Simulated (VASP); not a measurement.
# Mg3Te (I4/mmm) in VASP: a series of runs

The runs below take Mg3Te through relaxation of cell and atoms, single point, with PBEsol, PBEsol+D3(BJ), PBEsol+D4, r2SCAN.

Everything below comes from runs of VASP 6.6.1. Logs are shortened: lines on timing, memory, paths and dates and some standing lists are left out, and cuts for length are marked.

## 1. The cell of the first run

Symmetry: I4/mmm, No. 139, tetragonal system. The conventional cell has a = 4.279 Å, b = 4.279 Å, c = 10.565 Å, α = 90.00°, β = 90.00°, γ = 90.00°. Te (site symmetry 4/mmm) has 12 Mg at 3.03 to 3.40 Å within 4.0 Å. Within 4.0 Å of Mg (site symmetry -4m2) lie 8 Mg at 3.03 to 3.40 Å and 4 Te at 3.40 Å. Mg (site symmetry 4/mmm) has 4 Te at 3.03 Å and 8 Mg at 3.40 Å within 4.0 Å.

## 2. Relaxation of cell and atoms, PBEsol, target pressure 30 GPa, at which the enthalpy is minimised

Contents of INCAR:

```
SYSTEM = Mg3Te
PREC = Accurate
ENCUT = 600
EDIFF = 1E-6
ISMEAR = -1
SIGMA = 0.05
LREAL = .False.
LASPH = .True.
NELM = 60
ALGO = Normal
ISIF = 3
LWAVE = .False.
LCHARG = .False.
GGA = PS
IBRION = 2
NSW = 60
EDIFFG = -0.01
PSTRESS = 300.0
```

Contents of KPOINTS:

```
Automatic mesh
0
Gamma
  9 9 9
  0 0 0
```

Contents of POSCAR:

```
Mg3Te
1.0
   -2.1393600000      2.1393600000      5.2824880000
    2.1393600000     -2.1393600000      5.2824880000
    2.1393600000      2.1393600000     -5.2824880000
Te Mg
1 3
Direct
    0.0000000000      0.0000000000      0.0000000000
    0.2500000000      0.7500000000      0.5000000000
    0.7500000000      0.2500000000      0.5000000000
    0.5000000000      0.5000000000      0.0000000000
```

Potentials or basis: VASP PAW PBE potentials, release 64 (Te, Mg).

Run with:

```console
$ cat potpaw_PBE.64/Te/POTCAR potpaw_PBE.64/Mg/POTCAR > POTCAR
$ mpirun -np 1 vasp_std > vasp.out
```

OUTCAR:

```text
SYSTEM = Mg3Te
   PREC = Accurate
   ENCUT = 600
   EDIFF = 1E-6
   ISMEAR = -1
   LREAL = .False.
   LASPH = .True.
   NELM = 60
   ISIF = 3
   GGA = PS
   IBRION = 2
   NSW = 60
   EDIFFG = -0.01
   PSTRESS = 300.0

 ion  position               nearest neighbor table
   1  0.000  0.000  0.000-   4 3.03   4 3.03   4 3.03   4 3.03   3 3.40   2 3.40   3 3.40   2 3.40
                             3 3.40   3 3.40   2 3.40   2 3.40
   2  0.250  0.750  0.500-   3 3.03   3 3.03   3 3.03   3 3.03   4 3.40   1 3.40   4 3.40   4 3.40
                             1 3.40   1 3.40   4 3.40   1 3.40
   3  0.750  0.250  0.500-   2 3.03   2 3.03   2 3.03   2 3.03   4 3.40   1 3.40   4 3.40   1 3.40
                             4 3.40   4 3.40   1 3.40   1 3.40
   4  0.500  0.500  0.000-   1 3.03   1 3.03   1 3.03   1 3.03   3 3.40   2 3.40   3 3.40   3 3.40
                             2 3.40   2 3.40   3 3.40   2 3.40

  LATTYP: Found a body centered tetragonal cell.
 ALAT       =     4.2787200000
 C/A-ratio  =     2.4691907860

  Lattice vectors:

 A1 = (  -2.1393600000,   2.1393600000,   5.2824880000)
 A2 = (   2.1393600000,  -2.1393600000,   5.2824880000)
 A3 = (   2.1393600000,   2.1393600000,  -5.2824880000)

Analysis of symmetry for initial positions (statically):
=====================================================================
 Subroutine PRICEL returns:
 Original cell was already a primitive cell.

 Routine SETGRP: Setting up the symmetry group for a
 body centered tetragonal supercell.

 Subroutine GETGRP returns: Found 16 space group operations
 (whereof 16 operations were pure point group operations)
 out of a pool of 16 trial point group operations.

The static configuration has the point symmetry D_4h.

Analysis of symmetry for dynamics (positions and initial velocities):
=====================================================================
 Subroutine PRICEL returns:
 Original cell was already a primitive cell.

 Routine SETGRP: Setting up the symmetry group for a
 body centered tetragonal supercell.

 Subroutine GETGRP returns: Found 16 space group operations
 (whereof 16 operations were pure point group operations)
 out of a pool of 16 trial point group operations.

The dynamic configuration has the point symmetry D_4h.

 Subroutine INISYM returns: Found 16 space group operations
 (whereof 16 operations are pure point group operations),
 and found     1 'primitive' translations

----------------------------------------------------------------------------------------

                                     Primitive cell

  volume of cell :      96.7089

  direct lattice vectors                    reciprocal lattice vectors
    -2.139360000  2.139360000  5.282488000     0.000000000  0.233714756  0.094652368
     2.139360000 -2.139360000  5.282488000     0.233714756  0.000000000  0.094652368
     2.139360000  2.139360000 -5.282488000     0.233714756  0.233714756  0.000000000

  length of vectors
     6.087561243  6.087561243  6.087561243     0.252154036  0.252154036  0.330522577

  position of ions in fractional coordinates (direct lattice)
     0.000000000  0.000000000  0.000000000
     0.250000000  0.750000000  0.500000000
     0.750000000  0.250000000  0.500000000
     0.500000000  0.500000000  0.000000000

  ion indices of the primitive-cell ions
   primitive index   ion index
                 1           1
                 2           2
                 3           3
                 4           4

----------------------------------------------------------------------------------------

 KPOINTS: Automatic mesh

Automatic generation of k-mesh.
 Grid dimensions read from file:
 generate k-points for:    9    9    9

 Generating k-lattice:

  Cartesian coordinates                     Fractional coordinates (reciprocal lattice)
     0.000000000  0.025968306  0.010516930     0.111111111  0.000000000  0.000000000
     0.025968306  0.000000000  0.010516930     0.000000000  0.111111111  0.000000000
     0.025968306  0.025968306  0.000000000     0.000000000  0.000000000  0.111111111

  Length of vectors
     0.028017115  0.028017115  0.036724731

  Shift w.r.t. Gamma in fractional coordinates (k-lattice)
     0.000000000  0.000000000  0.000000000

 Subroutine IBZKPT returns following result:
 ===========================================

 Found     75 irreducible k-points:

 Following reciprocal coordinates:
            Coordinates               Weight
  0.000000  0.000000  0.000000      1.000000
  0.111111 -0.000000  0.000000      8.000000
  0.222222 -0.000000  0.000000      8.000000
  0.333333  0.000000  0.000000      8.000000
  0.444444 -0.000000  0.000000      8.000000
  0.111111  0.111111  0.000000      8.000000
[... 16 lines left out ...]
 -0.333333  0.333333  0.000000      4.000000
  0.444444  0.444444  0.000000      8.000000
 [... further k-points ...]
   k-points           NKPTS =     75   k-points in BZ     NKDIM =     75   number of bands    NBANDS=     10
   number of dos      NEDOS =    301   number of ions     NIONS =      4
   total plane-waves  NPLWV = 125000
   dimension x,y,z NGX =    50 NGY =   50 NGZ =   50
   dimension x,y,z NGXF=   100 NGYF=  100 NGZF=  100
   ions per type =               1   3
   NGX,Y,Z   is equivalent  to a cutoff of  13.65, 13.65, 13.65 a.u.
   NGXF,Y,Z  is equivalent  to a cutoff of  27.31, 27.31, 27.31 a.u.
 SYSTEM =  Mg3Te
   PREC   = accura    normal or accurate (medium, high low for compatibility)
   ISTART =      0    job   : 0-new  1-cont  2-samecut
   ICHARG =      2    charge: 1-file 2-atom 10-const
   ISPIN  =      1    spin polarized calculation?
   LNONCOLLINEAR =      F non collinear calculations
   LSORBIT =      F    spin-orbit coupling
   LASPH  =      T    aspherical Exc in radial PAW
   ENCUT  =  600.0 eV  44.10 Ry    6.64 a.u.  12.16 12.16 12.16*2*pi/ulx,y,z
   NELM   =     60;   NELMIN=  2; NELMDL= -5     # of ELM steps
   EDIFF  = 0.1E-05   stopping-criterion for ELM
   LREAL  =      F    real-space projection
   EDIFFG = -.1E-01   stopping-criterion for IOM
   NSW    =     60    number of steps for IOM
   IBRION =      2    ionic relax: 0-MD 1-quasi-New 2-CG
   NFREE  =      1    steps in history (QN), initial steepest desc. (CG)
   ISIF   =      3    stress and relaxation
   ISYM   =      2    0-nonsym 1-usesym 2-fastsym
   POTIM  = 0.5000    time-step for ionic-motion
   TEBEG  =    0.0;   TEEND  =   0.0 temperature during run
   PSTRESS=  300.0 pullay stress
   NELECT =      12.0000    total number of electrons
   NUPDOWN=      -1.0000    fix difference up-down
   EMIN   =  10.00;   EMAX   =-10.00  energy-range for DOS
   EFERMI =   0.00;   METHOD = LEGACY
   ISMEAR =    -1;   SIGMA  =   0.05  broadening in eV -4-tet -1-fermi 0-gaus
   EFERMI_NEDOS =   21; number of points for ismear=-14 and -15
   IALGO  =     38    algorithm
   IMIX   =      4    mixing-type and parameters
     AMIX     =   0.40;   BMIX     =  1.00
     AMIX_MAG =   1.60;   BMIX_MAG =  1.00
  volume/ion in A,a.u.               =      24.18       163.16
  Fermi-wavevector in a.u.,A,eV,Ry     =   0.816544  1.543045  9.071614  0.666745
  Thomas-Fermi vector in A             =   1.926832
   LORBIT       =      0    0 simple, 1 ext, 2 COOP (PROOUT), +10 PAW based schemes
   GGA     = PS    functional components
   LHFCALC =     F    Hartree Fock is set to
   AEXX    =    0.0000 exact exchange contribution
   IVDW    =     0    specifies the selected vdW correction
   LEPSILON=     F    determine dielectric tensor
   LRPA    =     F    only Hartree local field effects (RPA)
 conjugate gradient relaxation of ions
 non-spin polarized calculation
  energy-cutoff  :      600.00
  volume of cell :       96.71
 maximum number of plane-waves:      3253
 NGX is ok and might be reduce to    50
   NGX = 25   NGY = 25   NGZ = 25

--------------------------------------- Ionic step        1  -------------------------------------------

 number of electron      12.0000000 magnetization

 Free energy of the ion-electron system (eV)
  ---------------------------------------------------
  ext. energy  EPLUGINS =         0.00000000
  ---------------------------------------------------
  free energy    TOTEN  =        -9.41113894 eV

  energy without entropy =       -9.39138501  energy(sigma->0) =       -9.40126197

 E-fermi :   4.4971     XC(G=0):  -9.0018

 val. band max:        4.4969572579   @ k =  -0.1111  -0.2222   0.1111
 cond. band min:       4.5245839966   @ k =   0.4444   0.3333   0.0000
 fundamental gap:      0.0276267387
 Fermi energy:         4.4971348371

 k-point     1 :       0.0000    0.0000    0.0000
  band No.  band energies     occupation
      1      -7.7839      2.00000
      2       0.1768      2.00000
      3       0.2815      2.00000
      4       1.8591      2.00000
      5       1.8591      2.00000
      6       4.7429      0.01457
      7       5.6971      0.00000
      8       6.0477      0.00000
      9       6.0477      0.00000
     10       6.2198      0.00000
[... 722 lines left out ...]
 POSITION                                       TOTAL-FORCE (eV/Angst)
 -----------------------------------------------------------------------------------
      0.00000      0.00000      0.00000        -0.000000      0.000000      0.000000
      1.90047      0.00000      2.34427         0.000000      0.000000     -0.000000
      0.00000      1.90047      2.34427        -0.000000     -0.000000      0.000000
      0.00000      0.00000      4.68853        -0.000000      0.000000      0.000000
 -----------------------------------------------------------------------------------
    total drift:                                0.000000     -0.000000     -0.000000

  FREE ENERGIE OF THE ION-ELECTRON SYSTEM (eV)
  ---------------------------------------------------
  free  energy   TOTEN  =        -7.8223662683 eV

  energy  without entropy=       -7.8103746401  energy(sigma->0) =       -7.81637045

  enthalpy is  TOTEN    =         4.8608895412 eV   P V=       12.6832558096

[... ionic steps 4 to 7 ...]

--------------------------------------- Ionic step        8  -------------------------------------------

 number of electron      12.0000000 magnetization

------------------------ aborting loop because EDIFF is reached ----------------------------------------

  FORCE on cell =-STRESS in cart. coord.  units (eV):
  Direction    XX          YY          ZZ          XY          YZ          ZX
  --------------------------------------------------------------------------------------
  -------------------------------------------------------------------------------------
  Total       12.5049648     12.5049648     12.4383096      0.0000000      0.0000000     -0.0000000
  in kB      307.8386655    307.8386655    306.1977919      0.0000000      0.0000000     -0.0000000
  external PRESSURE =       7.2917076 kB  Pullay stress =     300.0000000 kB

 VOLUME and BASIS-vectors are now :
 -----------------------------------------------------------------------------
  energy-cutoff  :      600.00
  volume of cell :       65.08
      direct lattice vectors                 reciprocal lattice vectors
    -1.919528838  1.919528838  4.415914083     0.000000000  0.260480588  0.113226841
     1.919528838 -1.919528838  4.415914083     0.260480588  0.000000000  0.113226841
     1.919528838  1.919528838 -4.415914083     0.260480588  0.260480588  0.000000000
[... 50 lines left out ...]
  FREE ENERGIE OF THE ION-ELECTRON SYSTEM (eV)
  ---------------------------------------------------
  free  energy   TOTEN  =        -7.5686016080 eV

  energy  without entropy=       -7.5596823646  energy(sigma->0) =       -7.56414199

  enthalpy is  TOTEN    =         4.7543258509 eV   P V=       12.3229274588

--------------------------------------- Ionic step       10  -------------------------------------------

 number of electron      12.0000000 magnetization

 Free energy of the ion-electron system (eV)
  ---------------------------------------------------
  ext. energy  EPLUGINS =         0.00000000
  ---------------------------------------------------
  free energy    TOTEN  =        -7.49360369 eV

  energy without entropy =       -7.48470118  energy(sigma->0) =       -7.48915244

 E-fermi :   8.1695     XC(G=0): -10.5014

 val. band max:        8.1680596325   @ k =  -0.4444   0.2222  -0.0000
 cond. band min:       8.1862245300   @ k =  -0.1111  -0.1111   0.1111
 fundamental gap:      0.0181648974
 Fermi energy:         8.1695359280

 k-point     1 :       0.0000    0.0000    0.0000
  band No.  band energies     occupation
      1      -6.3775      2.00000
      2       2.4768      2.00000
      3       3.9961      2.00000
      4       4.5370      2.00000
      5       4.5370      2.00000
      6       8.7768      0.00001
      7       8.8205      0.00000
      8       9.0763      0.00000
      9       9.4200      0.00000
     10       9.4200      0.00000
[... 321 lines left out ...]
 POSITION                                       TOTAL-FORCE (eV/Angst)
 -----------------------------------------------------------------------------------
      0.00000      0.00000      0.00000        -0.000000     -0.000000      0.000000
      1.92307      0.00000      2.21070         0.000000      0.000000     -0.000000
      0.00000      1.92307      2.21070         0.000000      0.000000      0.000000
      0.00000      0.00000      4.42139        -0.000000     -0.000000      0.000000
 -----------------------------------------------------------------------------------
    total drift:                                0.000000     -0.000000     -0.000000

  FREE ENERGIE OF THE ION-ELECTRON SYSTEM (eV)
  ---------------------------------------------------
  free  energy   TOTEN  =        -7.4936036935 eV

  energy  without entropy=       -7.4847011829  energy(sigma->0) =       -7.48915244

  enthalpy is  TOTEN    =         4.7531672639 eV   P V=       12.2467709574

 reached required accuracy - stopping structural energy minimisation
```

Wall time 19 min (1 thread of Intel Xeon 8259CL, shared host); peak memory 0.47 GiB.

Results:

| Property | Result |
| --- | --- |
| Free energy | -7.4936 eV |
| Relaxed volume | 16.35 Å³/atom |
| Relaxed cell | a = 5.191 Å, b = 5.191 Å, c = 5.191 Å, α = 136.51°, β = 136.51°, γ = 63.19° |
| Space group after relaxing (to 0.1 Å) | I4/mmm (No. 139) |
| Energy change on relaxing (the run minimises the enthalpy) | +479.4 meV/atom |
| Ionic steps | 10 |
| Pressure after relaxing | 30.0 GPa |
| Band gap on the k mesh | zero (bands 6 and 7 overlap by 2.59 eV) |

The path:
```csv
step,energy change (eV),largest force (eV/Å),pressure (GPa),volume (Å³)
1,0.0000,0.0000,-1.09,96.71
2,11.1623,0.0000,138.86,44.79
3,1.5888,0.0000,25.85,67.74
4,1.8305,0.0000,28.76,66.32
5,1.9367,0.0000,30.03,65.74
6,1.9352,0.0000,30.22,65.39
7,1.9683,0.0000,30.63,65.14
8,1.9785,0.0000,30.73,65.08
9,1.8425,0.0000,29.10,65.81
10,1.9175,0.0000,30.00,65.40
```

Final structure:
```xyz
4
Lattice="-1.9231 1.9231 4.4214 1.9231 -1.9231 4.4214 1.9231 1.9231 -4.4214" Properties=species:S:1:pos:R:3 pbc="T T T"
Te    0.0000    0.0000    0.0000
Mg    1.9231    0.0000    2.2107
Mg    0.0000    1.9231    2.2107
Mg    0.0000    0.0000    4.4214
```

Caveat: the cell is relaxed towards a set pressure, so the run minimises the enthalpy, not the energy; the volume moved by over 15 % at a fixed basis, so the end points are rough; the PAW data sets were made with another functional, which shifts forces and pressure a little; spin-orbit coupling is left out, which moves the levels of the heavy elements.

[end of part 1 of 2]

The gap in the log of VASP goes by the Fermi energy; the results here count the filled bands.